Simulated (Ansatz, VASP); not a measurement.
## Li2ClF in VASP and in Ansatz

```
CELL_PARAMETERS angstrom
1.61024 0.92967 5.15631
-1.61024 0.92967 5.15631
0.00000 -1.85935 5.15631
ATOMIC_POSITIONS crystal
F 0.00000 0.00000 0.00000
Cl 0.50000 0.50000 0.50000
Li 0.26336 0.26336 0.26336
Li 0.73664 0.73664 0.73664
```

Alike in both runs: task single point; functional r2SCAN; k mesh 8 × 8 × 8; no spin polarisation.

|  | VASP | Ansatz |
| --- | --- | --- |
| version | VASP 6.6.1 | Ansatz 0.2.0 |
| potentials or method | VASP PAW PBE potentials, release 64 (F, Cl, Li_sv) | plane waves, PAW |
| plane-wave cutoff (eV) | 520 | 500 |
| occupations | gaussian, width 0.01 eV | fixed |
| valence electrons in the cell | 20 | 20 |

VASP gave:

```
gap on the k mesh at the Fermi level (eV) : 5.78
rms of the force components (eV/Å)        : 0.029
```

Question: Estimate Ansatz's values.

Answer: gap on the k mesh at the Fermi level (eV): 5.69; rms of the force components (eV/Å): 0.027.

VASP's potentials were made for PBE, not for r2SCAN. Atom by atom the forces differ by 0.001 eV/Å (rms over components).

Noted on VASP's run: the cutoff is under 1.25 times that of the potentials, so the pressure is a little rough.
